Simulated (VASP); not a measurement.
The system is NbTe.

```
Nb Te
1.0
     3.70297    0.00000    0.00000
    -1.85149    3.20687    0.00000
     0.00000    0.00000    3.69421
Nb Te
1 1
Direct
  0.00000 0.00000 0.50000
  0.66667 0.33333 0.00000
```

Base run:

```yaml
Program: VASP 6.6.1
Functional: PBE
Potentials_or_basis: VASP PAW PBE potentials, release 64 (Nb_sv, Te)
Cutoff: 520 eV
k_mesh: 6 × 6 × 5
Occupations: gaussian, width 0.1 eV
Spin: no spin polarisation
```

Its results: pressure -0.8 GPa.

Question: After a change of settings the same cell gave: pressure 0.6 GPa. Which change was it?
A. cutoff from 520 eV to 500 eV; k mesh from 6 × 6 × 5 to 3 × 3 × 1; occupations from gaussian, width 0.1 eV to fermi-dirac, width 0.037 eV
B. cutoff from 520 eV to 500 eV; k mesh from 6 × 6 × 5 to 3 × 3 × 2, shifted; further incar settings from ALGO = Normal; EDIFF = 1e-06; NBANDS = 16 to ALGO = Normal; EDIFF = 1e-06; NBANDS = 16; ISYM = 0
C. cutoff from 520 eV to 500 eV; k mesh from 6 × 6 × 5 to 3 × 3 × 4
D. cutoff from 520 eV to 500 eV; k mesh from 6 × 6 × 5 to 6 × 6 × 4; hubbard terms from none to Nb d U = 4.2 eV

Answer: C.

Caveats: some runs use coarse meshes.
